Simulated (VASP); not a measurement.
# Si3Sn (P4/mmm) in VASP: further runs

Si3Sn is run at these levels: PBE; tasks: relaxation of cell and atoms, single point.

Everything below comes from runs of VASP 6.6.1. Logs are shortened: lines on timing, memory, paths and dates and some standing lists are left out, and cuts for length are marked.

### Step 1. The cell of the first run

The structure is tetragonal, space group P4/mmm (No. 123). The conventional cell has a = 3.615 Å, b = 3.615 Å, c = 7.184 Å, α = 90.00°, β = 90.00°, γ = 90.00°. Si (site symmetry 4mm) has 2 Si at 2.31 to 2.57 Å and 4 Sn at 2.86 Å within 3.0 Å. Within 3.0 Å of Si (site symmetry 4/mmm) lie 2 Si at 2.31 Å. Sn (site symmetry 4/mmm) has 8 Si at 2.86 Å and 4 Sn at 3.62 Å within 3.8 Å.

The cell was built from a structure type or drawn by symmetry, and may not be a known phase.

### Step 2. Relaxation of cell and atoms, PBE

INCAR

```
PREC     = Accurate       # precision mode
ENCUT    = 600            # plane-wave cutoff, eV
EDIFF    = 1E-6           # SCF threshold, eV
ISMEAR   = 0              # smearing method
SIGMA    = 0.1            # smearing width, eV
LREAL    = F              # projectors in reciprocal space
LASPH    = T              # aspherical terms in the spheres
NELM     = 60             # most SCF steps
ALGO     = Normal         # electronic algorithm
ISIF     = 3              # what is computed and relaxed
LWAVE    = F              # write WAVECAR
LCHARG   = F              # write CHGCAR
GGA      = PE             # functional
IBRION   = 2              # ionic algorithm
NSW      = 90             # ionic steps
EDIFFG   = -0.04          # ionic threshold
```

KPOINTS

```
Automatic mesh
0
Gamma
  6 6 4
```

POSCAR

```
Si3Sn
1.0
    3.6152572390      0.0000000000      0.0000000000
    0.0000000000      3.6152572390      0.0000000000
    0.0000000000      0.0000000000      7.1844656480
Si Sn
3 1
Direct
    0.0000000000      0.0000000000      0.6788771822
    0.0000000000      0.0000000000      0.3211228178
    0.0000000000      0.0000000000      0.0000000000
    0.5000000000      0.5000000000      0.5000000000
```

Potentials or basis: VASP PAW PBE potentials, release 64 (Si, Sn_d).

On the command line:

```
> cat potpaw_PBE.64/Si/POTCAR potpaw_PBE.64/Sn_d/POTCAR > POTCAR
> mpirun -np 1 vasp_std > vasp.out
```

OUTCAR:

```text
PREC = Accurate
   ENCUT = 600
   EDIFF = 1E-6
   ISMEAR = 0
   LREAL = F
   LASPH = T
   NELM = 60
   ISIF = 3
   GGA = PE
   IBRION = 2
   NSW = 90
   EDIFFG = -0.04

 ion  position               nearest neighbor table
   1  0.000  0.000  0.679-   3 2.31   2 2.57   4 2.86   4 2.86   4 2.86   4 2.86
   2  0.000  0.000  0.321-   3 2.31   1 2.57   4 2.86   4 2.86   4 2.86   4 2.86
   3  0.000  0.000  0.000-   1 2.31   2 2.31
   4  0.500  0.500  0.500-   1 2.86   2 2.86   1 2.86   2 2.86   1 2.86   2 2.86   1 2.86   2 2.86

  LATTYP: Found a simple tetragonal cell.
 ALAT       =     3.6152572390
 C/A-ratio  =     1.9872626408

  Lattice vectors:

 A1 = (   3.6152572390,   0.0000000000,   0.0000000000)
 A2 = (   0.0000000000,   3.6152572390,   0.0000000000)
 A3 = (   0.0000000000,   0.0000000000,   7.1844656480)

Analysis of symmetry for initial positions (statically):
=====================================================================
 Subroutine PRICEL returns:
 Original cell was already a primitive cell.

 Routine SETGRP: Setting up the symmetry group for a
 simple tetragonal supercell.

 Subroutine GETGRP returns: Found 16 space group operations
 (whereof 16 operations were pure point group operations)
 out of a pool of 16 trial point group operations.

The static configuration has the point symmetry D_4h.

Analysis of symmetry for dynamics (positions and initial velocities):
=====================================================================
 Subroutine PRICEL returns:
 Original cell was already a primitive cell.

 Routine SETGRP: Setting up the symmetry group for a
 simple tetragonal supercell.

 Subroutine GETGRP returns: Found 16 space group operations
 (whereof 16 operations were pure point group operations)
 out of a pool of 16 trial point group operations.

The dynamic configuration has the point symmetry D_4h.

 Subroutine INISYM returns: Found 16 space group operations
 (whereof 16 operations are pure point group operations),
 and found     1 'primitive' translations

----------------------------------------------------------------------------------------

                                     Primitive cell

  volume of cell :      93.9016

  direct lattice vectors                    reciprocal lattice vectors
     3.615257239  0.000000000  0.000000000     0.276605490  0.000000000  0.000000000
     0.000000000  3.615257239  0.000000000     0.000000000  0.276605490  0.000000000
     0.000000000  0.000000000  7.184465648     0.000000000  0.000000000  0.139189196

  length of vectors
     3.615257239  3.615257239  7.184465648     0.276605490  0.276605490  0.139189196

  position of ions in fractional coordinates (direct lattice)
     0.000000000  0.000000000  0.678877182
     0.000000000  0.000000000  0.321122818
     0.000000000  0.000000000  0.000000000
     0.500000000  0.500000000  0.500000000

  ion indices of the primitive-cell ions
   primitive index   ion index
                 1           1
                 2           2
                 3           3
                 4           4

----------------------------------------------------------------------------------------

 KPOINTS: Automatic mesh

Automatic generation of k-mesh.
 Grid dimensions read from file:
 generate k-points for:    6    6    4

 Generating k-lattice:

  Cartesian coordinates                     Fractional coordinates (reciprocal lattice)
     0.046100915  0.000000000  0.000000000     0.166666667  0.000000000  0.000000000
     0.000000000  0.046100915  0.000000000     0.000000000  0.166666667  0.000000000
     0.000000000  0.000000000  0.034797299     0.000000000  0.000000000  0.250000000

  Length of vectors
     0.046100915  0.046100915  0.034797299

  Shift w.r.t. Gamma in fractional coordinates (k-lattice)
     0.000000000  0.000000000  0.000000000

 Subroutine IBZKPT returns following result:
 ===========================================

 Found     30 irreducible k-points:

 Following reciprocal coordinates:
            Coordinates               Weight
  0.000000  0.000000  0.000000      1.000000
  0.166667  0.000000  0.000000      4.000000
  0.333333  0.000000  0.000000      4.000000
  0.500000  0.000000  0.000000      2.000000
  0.166667  0.166667  0.000000      4.000000
  0.333333  0.166667  0.000000      8.000000
[... 16 lines left out ...]
  0.333333  0.000000  0.500000      4.000000
  0.500000  0.000000  0.500000      2.000000
 [... further k-points ...]
   k-points           NKPTS =     30   k-points in BZ     NKDIM =     30   number of bands    NBANDS=     17
   number of dos      NEDOS =    301   number of ions     NIONS =      4
   total plane-waves  NPLWV =  54000
   dimension x,y,z NGX =    30 NGY =   30 NGZ =   60
   dimension x,y,z NGXF=    60 NGYF=   60 NGZF=  120
   ions per type =               3   1
   NGX,Y,Z   is equivalent  to a cutoff of  13.80, 13.80, 13.88 a.u.
   NGXF,Y,Z  is equivalent  to a cutoff of  27.59, 27.59, 27.77 a.u.
 SYSTEM =  unknown system
   PREC   = accura    normal or accurate (medium, high low for compatibility)
   ISTART =      0    job   : 0-new  1-cont  2-samecut
   ICHARG =      2    charge: 1-file 2-atom 10-const
   ISPIN  =      1    spin polarized calculation?
   LNONCOLLINEAR =      F non collinear calculations
   LSORBIT =      F    spin-orbit coupling
   LASPH  =      T    aspherical Exc in radial PAW
   ENCUT  =  600.0 eV  44.10 Ry    6.64 a.u.   7.22  7.22 14.35*2*pi/ulx,y,z
   NELM   =     60;   NELMIN=  2; NELMDL= -5     # of ELM steps
   EDIFF  = 0.1E-05   stopping-criterion for ELM
   LREAL  =      F    real-space projection
   EDIFFG = -.4E-01   stopping-criterion for IOM
   NSW    =     90    number of steps for IOM
   IBRION =      2    ionic relax: 0-MD 1-quasi-New 2-CG
   NFREE  =      1    steps in history (QN), initial steepest desc. (CG)
   ISIF   =      3    stress and relaxation
   ISYM   =      2    0-nonsym 1-usesym 2-fastsym
   POTIM  = 0.5000    time-step for ionic-motion
   TEBEG  =    0.0;   TEEND  =   0.0 temperature during run
   PSTRESS=    0.0 pullay stress
   NELECT =      26.0000    total number of electrons
   NUPDOWN=      -1.0000    fix difference up-down
   EMIN   =  10.00;   EMAX   =-10.00  energy-range for DOS
   EFERMI =   0.00;   METHOD = LEGACY
   ISMEAR =     0;   SIGMA  =   0.10  broadening in eV -4-tet -1-fermi 0-gaus
   EFERMI_NEDOS =   21; number of points for ismear=-14 and -15
   IALGO  =     38    algorithm
   IMIX   =      4    mixing-type and parameters
     AMIX     =   0.40;   BMIX     =  1.00
     AMIX_MAG =   1.60;   BMIX_MAG =  1.00
  volume/ion in A,a.u.               =      23.48       158.42
  Fermi-wavevector in a.u.,A,eV,Ry     =   1.067026  2.016387 15.490837  1.138544
  Thomas-Fermi vector in A             =   2.202629
   LORBIT       =      0    0 simple, 1 ext, 2 COOP (PROOUT), +10 PAW based schemes
   GGA     = PE    functional components
   LHFCALC =     F    Hartree Fock is set to
   AEXX    =    0.0000 exact exchange contribution
   IVDW    =     0    specifies the selected vdW correction
   LEPSILON=     F    determine dielectric tensor
   LRPA    =     F    only Hartree local field effects (RPA)
 conjugate gradient relaxation of ions
 non-spin polarized calculation
 Gauss-broadening in eV      SIGMA  =   0.10
  energy-cutoff  :      600.00
  volume of cell :       93.90
 maximum number of plane-waves:      3164
 NGX is ok and might be reduce to    30
   NGX = 15   NGY = 15   NGZ = 29

--------------------------------------- Ionic step        1  -------------------------------------------

 number of electron      26.0000005 magnetization

 Free energy of the ion-electron system (eV)
  ---------------------------------------------------
  ext. energy  EPLUGINS =         0.00000000
  ---------------------------------------------------
  free energy    TOTEN  =       -16.72089960 eV

  energy without entropy =      -16.70947202  energy(sigma->0) =      -16.71518581

------------------------ aborting loop because EDIFF is reached ----------------------------------------

  FORCE on cell =-STRESS in cart. coord.  units (eV):
  Direction    XX          YY          ZZ          XY          YZ          ZX
  --------------------------------------------------------------------------------------
  -------------------------------------------------------------------------------------
  Total       -0.0556784     -0.0556784      0.5336270      0.0000000     -0.0000000      0.0000000
  in kB       -0.9500020     -0.9500020      9.1049060      0.0000000     -0.0000000      0.0000000
  external PRESSURE =       2.4016340 kB  Pullay stress =       0.0000000 kB
[... 137 lines left out ...]
  energy  without entropy=      -16.7156562599  energy(sigma->0) =      -16.72071809

--------------------------------------- Ionic step        5  -------------------------------------------

 number of electron      26.0000004 magnetization

 Free energy of the ion-electron system (eV)
  ---------------------------------------------------
  ext. energy  EPLUGINS =         0.00000000
  ---------------------------------------------------
  free energy    TOTEN  =       -16.72661640 eV

  energy without entropy =      -16.71792289  energy(sigma->0) =      -16.72226964

 E-fermi :   5.7657     XC(G=0):  -9.4394

 val. band max:        5.7128597006   @ k =   0.3333   0.0000   0.5000
 cond. band min:       5.7722265700   @ k =   0.1667   0.1667   0.2500
 fundamental gap:      0.0593668694
 Fermi energy:         5.7657486754

 k-point     1 :       0.0000    0.0000    0.0000
  band No.  band energies     occupation
      1     -15.6429      2.00000
      2     -15.6121      2.00000
      3     -15.5846      2.00000
      4     -15.5828      2.00000
      5     -15.5828      2.00000
      6      -6.4226      2.00000
[... 9 lines left out ...]
     16       8.0312      0.00000
     17       8.0312      0.00000
[... 443 lines left out ...]
      1     -15.6189      2.00000
      2     -15.6187      2.00000
      3     -15.6185      2.00000
      4     -15.5790      2.00000
      5     -15.5436      2.00000
      6      -4.0768      2.00000
[... 9 lines left out ...]
     16       8.3611      0.00000
     17       8.5147      0.00000

 [... further k-points ...]

------------------------ aborting loop because EDIFF is reached ----------------------------------------

  FORCE on cell =-STRESS in cart. coord.  units (eV):
  Direction    XX          YY          ZZ          XY          YZ          ZX
  --------------------------------------------------------------------------------------
  -------------------------------------------------------------------------------------
  Total        0.1290248      0.1290248      0.0513728      0.0000000      0.0000000     -0.0000000
  in kB        2.1983226      2.1983226      0.8752900      0.0000000      0.0000000     -0.0000000
  external PRESSURE =       1.7573117 kB  Pullay stress =       0.0000000 kB
[... 19 lines left out ...]
  FREE ENERGIE OF THE ION-ELECTRON SYSTEM (eV)
  ---------------------------------------------------
  free  energy   TOTEN  =       -16.7266163976 eV

  energy  without entropy=      -16.7179228853  energy(sigma->0) =      -16.72226964

 reached required accuracy - stopping structural energy minimisation
```

It took 85 s on 1 thread of AMD EPYC 9R45 (Zen 5), shared host; peak memory 0.22 GiB.

What came out:

* Free energy: -16.7266 eV
* Relaxed volume: 23.51 Å³/atom
* Relaxed cell: a = 3.616 Å, b = 3.616 Å, c = 7.193 Å, α = 90.00°, β = 90.00°, γ = 90.00°
* Space group after relaxing (to 0.1 Å): P4/mmm (No. 123)
* Energy gained by relaxing: 1.4 meV/atom
* Ionic steps: 5
* Pressure after relaxing: 0.2 GPa
* Largest force after relaxing: 0.015 eV/Å
* Band gap on the k mesh: zero (bands 13 and 14 overlap by 3.45 eV)

Forces on the atoms (eV/Å):
```
Si   0.000  0.000 -0.015
Si   0.000  0.000  0.015
Si   0.000  0.000  0.000
Sn   0.000  0.000  0.000
```

Stress tensor (GPa, compression positive):
```
0.22 0.00 0.00
0.00 0.22 0.00
0.00 0.00 0.09
```

The path:
```tsv
step	energy change (eV)	largest force (eV/Å)	pressure (GPa)	volume (Å³)
1	0.0000	0.2188	0.24	93.90
2	-0.0032	0.0664	-0.21	94.38
3	-0.0033	0.0918	-0.12	94.30
4	-0.0049	0.0667	0.00	94.17
5	-0.0057	0.0151	0.18	94.04
```

Final structure:
```
Si Sn
1.0
     3.61567    0.00000    0.00000
     0.00000    3.61567    0.00000
     0.00000    0.00000    7.19307
Si Sn
3 1
Direct
  0.00000 0.00000 0.67577
  0.00000 0.00000 0.32423
  0.00000 0.00000 0.00000
  0.50000 0.50000 0.50000
```

Levels at points of the mesh, in eV from the Fermi level:
| k point | band 10 | band 11 | band 12 | band 13 | band 14 | band 15 | band 16 | band 17 |
| --- | --- | --- | --- | --- | --- | --- | --- | --- |
| (0.00, 0.00, 0.00) | -1.46 | -1.44 | -1.23 | 0.34 | 2.26 | 2.26 | 2.27 | 2.27 |
| (0.50, 0.00, 0.00) | -3.40 | -2.22 | 0.35 | 0.63 | 1.19 | 2.58 | 2.73 | 2.87 |
| (0.50, 0.50, 0.00) | -5.29 | -5.29 | -1.06 | -1.06 | -1.02 | -1.02 | 0.28 | 1.23 |
| (0.00, 0.00, 0.50) | -1.37 | -1.37 | -0.90 | 0.99 | 0.99 | 2.41 | 3.44 | 4.58 |
| (0.50, 0.00, 0.50) | -4.06 | -3.26 | -0.48 | 0.96 | 1.48 | 1.63 | 2.60 | 2.75 |
| (0.50, 0.50, 0.50) | -5.21 | -3.30 | -2.33 | -2.33 | -2.10 | 0.07 | 1.44 | 1.44 |

Caveat: spin-orbit coupling is left out, which moves the levels of the heavy elements.

[end of part 1 of 2]
